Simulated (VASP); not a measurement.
# HfN (I4/mmm) in VASP: further runs

HfN is run at these levels: PBE; tasks: single point.

Everything below comes from runs of VASP 6.6.1. Logs are shortened: lines on timing, memory, paths and dates and some standing lists are left out, and cuts for length are marked.

## (1) The cell of the first run

It takes space group I4/mmm (No. 139, tetragonal). Conventional cell: a = 3.055 Å, b = 3.055 Å, c = 4.661 Å, α = 90.00°, β = 90.00°, γ = 90.00°. Within 2.9 Å of Hf (site symmetry 4/mmm) lie 6 N at 2.16 to 2.33 Å. Within 2.9 Å of N (site symmetry 4/mmm) lie 6 Hf at 2.16 to 2.33 Å.

## (2) Single point, PBE (strain -0.050 along x and y, +0.025 along z)

Input file INCAR:

```
PREC = Accurate
ENCUT = 520
EDIFF = 1E-6
ISMEAR = 0
SIGMA = 0.15
LREAL = F
LASPH = T
NELM = 80
ALGO = Normal
ISIF = 2
LWAVE = F
LCHARG = F
GGA = PE
NBANDS = 14
```

Input file KPOINTS:

```
regular mesh
0
Gamma
  22 22 22
```

Input file POSCAR:

```
HfN
1.0
    0.0000000000      2.1602017307      2.3307439726
    2.1602017307      0.0000000000      2.3307439726
    2.1602017307      2.1602017307      0.0000000000
Hf N
1 1
Direct
    0.0000000000      0.0000000000      0.0000000000
    0.5000000000      0.5000000000      0.5000000000
```

Potentials or basis: VASP PAW PBE potentials, release 64 (Hf_pv, N).

Launch:

```
cat potpaw_PBE.64/Hf_pv/POTCAR potpaw_PBE.64/N/POTCAR > POTCAR
mpirun -np 1 vasp_std > vasp.out
```

OUTCAR:

```text
PREC = Accurate
   ENCUT = 520
   EDIFF = 1E-6
   ISMEAR = 0
   LREAL = F
   LASPH = T
   NELM = 80
   ISIF = 2
   GGA = PE

 ion  position               nearest neighbor table
   1  0.000  0.000  0.000-   2 2.16   2 2.16   2 2.16   2 2.16   2 2.33   2 2.33
   2  0.500  0.500  0.500-   1 2.16   1 2.16   1 2.16   1 2.16   1 2.33   1 2.33

  LATTYP: Found a body centered tetragonal cell.
 ALAT       =     3.0549865850
 C/A-ratio  =     1.5258620015

  Lattice vectors:

 A1 = (  -2.1602017307,   0.0000000000,   2.3307439726)
 A2 = (   2.1602017307,   0.0000000000,   2.3307439726)
 A3 = (   0.0000000000,   2.1602017307,  -2.3307439726)

Analysis of symmetry for initial positions (statically):
=====================================================================
 Subroutine PRICEL returns:
 Original cell was already a primitive cell.

 Routine SETGRP: Setting up the symmetry group for a
 body centered tetragonal supercell.

 Subroutine GETGRP returns: Found 16 space group operations
 (whereof 16 operations were pure point group operations)
 out of a pool of 16 trial point group operations.

The static configuration has the point symmetry D_4h.

Analysis of symmetry for dynamics (positions and initial velocities):
=====================================================================
 Subroutine PRICEL returns:
 Original cell was already a primitive cell.

 Routine SETGRP: Setting up the symmetry group for a
 body centered tetragonal supercell.

 Subroutine GETGRP returns: Found 16 space group operations
 (whereof 16 operations were pure point group operations)
 out of a pool of 16 trial point group operations.

The dynamic configuration has the point symmetry D_4h.

 Subroutine INISYM returns: Found 16 space group operations
 (whereof 16 operations are pure point group operations),
 and found     1 'primitive' translations

----------------------------------------------------------------------------------------

                                     Primitive cell

  volume of cell :      21.7527

  direct lattice vectors                    reciprocal lattice vectors
     0.000000000  2.160201731  2.330743973    -0.231459865  0.231459865  0.214523777
     2.160201731  0.000000000  2.330743973     0.231459865 -0.231459865  0.214523777
     2.160201731  2.160201731  0.000000000     0.231459865  0.231459865 -0.214523777

  length of vectors
     3.177867049  3.177867049  3.054986585     0.391366566  0.391366566  0.391366566

  position of ions in fractional coordinates (direct lattice)
     0.000000000  0.000000000  0.000000000
     0.500000000  0.500000000  0.500000000

  ion indices of the primitive-cell ions
   primitive index   ion index
                 1           1
                 2           2

----------------------------------------------------------------------------------------

 KPOINTS: regular mesh

Automatic generation of k-mesh.
 Grid dimensions read from file:
 generate k-points for:   22   22   22

 Generating k-lattice:

  Cartesian coordinates                     Fractional coordinates (reciprocal lattice)
    -0.010520903  0.010520903  0.009751081     0.045454545 -0.000000000  0.000000000
     0.010520903 -0.010520903  0.009751081    -0.000000000  0.045454545  0.000000000
     0.010520903  0.010520903 -0.009751081     0.000000000  0.000000000  0.045454545

  Length of vectors
     0.017789389  0.017789389  0.017789389

  Shift w.r.t. Gamma in fractional coordinates (k-lattice)
     0.000000000  0.000000000  0.000000000

 Subroutine IBZKPT returns following result:
 ===========================================

 Found    834 irreducible k-points:

 Following reciprocal coordinates:
            Coordinates               Weight
  0.000000  0.000000  0.000000      1.000000
  0.045455  0.000000  0.000000      8.000000
  0.090909  0.000000  0.000000      8.000000
  0.136364  0.000000  0.000000      8.000000
  0.181818  0.000000  0.000000      8.000000
  0.227273  0.000000  0.000000      8.000000
[... 16 lines left out ...]
  0.500000  0.045455  0.000000      8.000000
 -0.454545  0.045455  0.000000      8.000000
 [... further k-points ...]
   k-points           NKPTS =    834   k-points in BZ     NKDIM =    834   number of bands    NBANDS=     14
   number of dos      NEDOS =    301   number of ions     NIONS =      2
   total plane-waves  NPLWV =  13824
   dimension x,y,z NGX =    24 NGY =   24 NGZ =   24
   dimension x,y,z NGXF=    48 NGYF=   48 NGZF=   48
   ions per type =               1   1
   NGX,Y,Z   is equivalent  to a cutoff of  12.56, 12.56, 13.06 a.u.
   NGXF,Y,Z  is equivalent  to a cutoff of  25.11, 25.11, 26.12 a.u.
 SYSTEM =  unknown system
   PREC   = accura    normal or accurate (medium, high low for compatibility)
   ISTART =      0    job   : 0-new  1-cont  2-samecut
   ICHARG =      2    charge: 1-file 2-atom 10-const
   ISPIN  =      1    spin polarized calculation?
   LNONCOLLINEAR =      F non collinear calculations
   LSORBIT =      F    spin-orbit coupling
   LASPH  =      T    aspherical Exc in radial PAW
   ENCUT  =  520.0 eV  38.22 Ry    6.18 a.u.   5.91  5.91  5.68*2*pi/ulx,y,z
   NELM   =     80;   NELMIN=  2; NELMDL= -5     # of ELM steps
   EDIFF  = 0.1E-05   stopping-criterion for ELM
   LREAL  =      F    real-space projection
   EDIFFG = 0.1E-04   stopping-criterion for IOM
   NSW    =      0    number of steps for IOM
   IBRION =     -1    ionic relax: 0-MD 1-quasi-New 2-CG
   NFREE  =      0    steps in history (QN), initial steepest desc. (CG)
   ISIF   =      2    stress and relaxation
   ISYM   =      2    0-nonsym 1-usesym 2-fastsym
   POTIM  = 0.5000    time-step for ionic-motion
   TEBEG  =    0.0;   TEEND  =   0.0 temperature during run
   PSTRESS=    0.0 pullay stress
   NELECT =      15.0000    total number of electrons
   NUPDOWN=      -1.0000    fix difference up-down
   EMIN   =  10.00;   EMAX   =-10.00  energy-range for DOS
   EFERMI =   0.00;   METHOD = LEGACY
   ISMEAR =     0;   SIGMA  =   0.15  broadening in eV -4-tet -1-fermi 0-gaus
   EFERMI_NEDOS =   21; number of points for ismear=-14 and -15
   IALGO  =     38    algorithm
   IMIX   =      4    mixing-type and parameters
     AMIX     =   0.40;   BMIX     =  1.00
     AMIX_MAG =   1.60;   BMIX_MAG =  1.00
  volume/ion in A,a.u.               =      10.88        73.40
  Fermi-wavevector in a.u.,A,eV,Ry     =   1.446330  2.733168 28.461642  2.091872
  Thomas-Fermi vector in A             =   2.564411
   LORBIT       =      0    0 simple, 1 ext, 2 COOP (PROOUT), +10 PAW based schemes
   GGA     = PE    functional components
   LHFCALC =     F    Hartree Fock is set to
   AEXX    =    0.0000 exact exchange contribution
   IVDW    =     0    specifies the selected vdW correction
   LEPSILON=     F    determine dielectric tensor
   LRPA    =     F    only Hartree local field effects (RPA)
 non-spin polarized calculation
 Gauss-broadening in eV      SIGMA  =   0.15
  energy-cutoff  :      520.00
  volume of cell :       21.75
 maximum number of plane-waves:       612
   NGX = 11   NGY = 11   NGZ = 11

 number of electron      15.0000001 magnetization

 Free energy of the ion-electron system (eV)
  ---------------------------------------------------
  ext. energy  EPLUGINS =         0.00000000
  ---------------------------------------------------
  free energy    TOTEN  =       -21.49877716 eV

  energy without entropy =      -21.49228616  energy(sigma->0) =      -21.49553166

 E-fermi :   8.9515     XC(G=0): -13.0295

 val. band max:        8.9466602644   @ k =   0.0455   0.0000   0.0000
 cond. band min:       8.9527919058   @ k =   0.1364   0.0000   0.0455
 fundamental gap:      0.0061316414
 Fermi energy:         8.9515410199

 k-point     1 :       0.0000    0.0000    0.0000
  band No.  band energies     occupation
      1     -22.0497      2.00000
      2     -21.9550      2.00000
      3     -21.9550      2.00000
      4      -8.9597      2.00000
      5       5.5576      2.00000
      6       5.9666      2.00000
      7       5.9666      2.00000
      8       7.9531      2.00000
      9       8.8819      1.48870
     10       8.8819      1.48870
     11       9.3854      0.00004
     12      11.6349      0.00000
     13      12.4595      0.00000
     14      18.6846      0.00000

 k-point     2 :       0.0455    0.0000    0.0000
  band No.  band energies     occupation
      1     -22.0600      2.00000
      2     -21.9759      2.00000
      3     -21.9557      2.00000
      4      -8.9037      2.00000
      5       5.3769      2.00000
      6       5.7607      2.00000
      7       5.8255      2.00000
      8       8.0720      2.00000
      9       8.9326      1.14201
     10       8.9467      1.03670
     11       9.5676      0.00000
     12      11.8254      0.00000
     13      12.6090      0.00000
     14      18.8623      0.00000

 k-point     3 :       0.0909    0.0000    0.0000
  band No.  band energies     occupation
      1     -22.1086      2.00000
      2     -22.0174      2.00000
      3     -21.9579      2.00000
      4      -8.7401      2.00000
      5       4.8908      2.00000
      6       5.2942      2.00000
      7       5.4595      2.00000
      8       8.3545      2.00000
      9       9.0359      0.42640
     10       9.1286      0.09498
     11      10.0700      0.00000
     12      12.3485      0.00000
     13      13.0245      0.00000
     14      19.3743      0.00000
[... 324 lines left out ...]
 k-point    23 :       0.5000    0.0455    0.0000
  band No.  band energies     occupation
      1     -23.1744      2.00000
      2     -22.2017      2.00000
      3     -21.9957      2.00000
      4      -5.8689      2.00000
      5      -0.2400      2.00000
      6       2.3491      2.00000
      7       2.4638      2.00000
      8      12.4206      0.00000
      9      12.7751      0.00000
     10      12.7796      0.00000
     11      14.1005      0.00000
     12      17.1778      0.00000
     13      19.3382      0.00000
     14      21.3694      0.00000

 k-point    24 :      -0.4545    0.0455    0.0000
  band No.  band energies     occupation
      1     -23.1735      2.00000
      2     -22.2045      2.00000
      3     -21.9903      2.00000
      4      -5.8616      2.00000
      5      -0.2336      2.00000
      6       2.3694      2.00000
      7       2.4324      2.00000
      8      12.1827      0.00000
      9      12.6413      0.00000
     10      13.0974      0.00000
     11      14.0551      0.00000
     12      17.0268      0.00000
     13      19.4866      0.00000
     14      21.4111      0.00000

 [... further k-points ...]

------------------------ aborting loop because EDIFF is reached ----------------------------------------

  FORCE on cell =-STRESS in cart. coord.  units (eV):
  Direction    XX          YY          ZZ          XY          YZ          ZX
  --------------------------------------------------------------------------------------
  -------------------------------------------------------------------------------------
  Total        5.5975383      5.5975383     -0.6382900      0.0000000      0.0000000     -0.0000000
  in kB      412.2820949    412.2820949    -47.0127247      0.0000000      0.0000000     -0.0000000
  external PRESSURE =     259.1838217 kB  Pullay stress =       0.0000000 kB

 VOLUME and BASIS-vectors are now :
 -----------------------------------------------------------------------------
  energy-cutoff  :      520.00
  volume of cell :       21.75
      direct lattice vectors                 reciprocal lattice vectors
     0.000000000  2.160201731  2.330743973    -0.231459865  0.231459865  0.214523777
     2.160201731  0.000000000  2.330743973     0.231459865 -0.231459865  0.214523777
     2.160201731  2.160201731  0.000000000     0.231459865  0.231459865 -0.214523777

 POSITION                                       TOTAL-FORCE (eV/Angst)
 -----------------------------------------------------------------------------------
      0.00000      0.00000      0.00000         0.000000      0.000000     -0.000000
      2.16020      2.16020      2.33074         0.000000      0.000000      0.000000
 -----------------------------------------------------------------------------------
    total drift:                                0.000000     -0.000000     -0.000000

  FREE ENERGIE OF THE ION-ELECTRON SYSTEM (eV)
  ---------------------------------------------------
  free  energy   TOTEN  =       -21.4987771623 eV

  energy  without entropy=      -21.4922861607  energy(sigma->0) =      -21.49553166
```

It took 80 s on 1 thread of Intel Xeon Platinum 8488C (Sapphire Rapids), shared host; peak memory 0.37 GiB.

Results:

| Quantity | Value |
| --- | --- |
| Free energy | -21.4988 eV |
| Pressure | 25.9 GPa |
| Band gap on the k mesh | zero (an odd number of electrons rules out a gap without spin polarisation) |

Stress tensor (GPa, compression positive):
```
41.23  0.00  0.00
 0.00 41.23  0.00
 0.00  0.00 -4.70
```

Levels at points of the mesh, in eV from the Fermi level:
```
           k point  band 5  band 6  band 7  band 8  band 9  band 10  band 11  band 12
(0.00, 0.00, 0.00)   -3.39   -2.98   -2.98   -1.00   -0.07    -0.07     0.43     2.68
(0.50, 0.00, 0.00)   -9.27   -6.62   -6.53    3.54    3.79     4.37     4.63     8.23
(0.50, 0.50, 0.00)   -5.95   -3.98   -3.50   -3.50    4.42     5.90     5.90     6.27
(0.50, 0.00, 0.50)   -5.10   -4.15   -4.06   -3.63    3.91     5.26     6.58     6.84
```

Caveat: the cell differs from its parent crystal (strain -0.050 along x and y, +0.025 along z); the cell stands under pressure; spin-orbit coupling is left out, which moves the levels of the heavy elements.

## (3) Single point, PBE (strain -0.025 along x and y, +0.000 along z)

Input file INCAR:

```
ALGO = Normal
EDIFF = 1E-7
ENCUT = 520
GGA = PE
ISIF = 2
ISMEAR = 0
LASPH = True
LCHARG = True
LELF = True
LREAL = False
LVHAR = True
LWAVE = False
NBANDS = 14
NELM = 60
PREC = Accurate
SIGMA = 0.15
```

Input file KPOINTS:

```
k-points
0
Gamma
  22 22 22
```

Input file POSCAR:

```
HfN
1.0
    0.0000000000      2.2170491446      2.2738965586
    2.2170491446      0.0000000000      2.2738965586
    2.2170491446      2.2170491446      0.0000000000
Hf N
1 1
Direct
    0.0000000000      0.0000000000      0.0000000000
    0.5000000000      0.5000000000      0.5000000000
```

Potentials or basis: VASP PAW PBE potentials, release 64 (Hf_pv, N).

Launch:

```
cat potpaw_PBE.64/Hf_pv/POTCAR potpaw_PBE.64/N/POTCAR > POTCAR
mpirun -np 1 vasp_std > vasp.out
```

Wall time 2.2 min (1 thread of AMD EPYC 9R45 (Zen 5), shared host); peak memory 0.34 GiB.

The run converged. Its results:

* Free energy: -21.7080 eV
* Pressure: 12.8 GPa
* Band gap on the k mesh: zero (an odd number of electrons rules out a gap without spin polarisation)

Stress tensor (GPa, compression positive):
```
17.58  0.00  0.00
 0.00 17.58  0.00
 0.00  0.00  3.35
```

Levels at points of the mesh, in eV from the Fermi level:
| k point | band 6 | band 7 | band 8 | band 9 | band 10 | band 11 |
| --- | --- | --- | --- | --- | --- | --- |
| (0.00, 0.00, 0.00) | -3.03 | -3.03 | -0.57 | -0.27 | -0.27 | 1.47 |
| (0.50, 0.00, 0.00) | -6.37 | -6.35 | 3.41 | 3.77 | 3.97 | 4.58 |
| (0.50, 0.50, 0.00) | -3.91 | -3.64 | -3.64 | 4.26 | 5.75 | 5.75 |
| (0.50, 0.00, 0.50) | -3.98 | -3.82 | -3.69 | 4.19 | 5.56 | 5.95 |

Caveat: the cell differs from its parent crystal (strain -0.025 along x and y, +0.000 along z); the cell stands under pressure; spin-orbit coupling is left out, which moves the levels of the heavy elements.
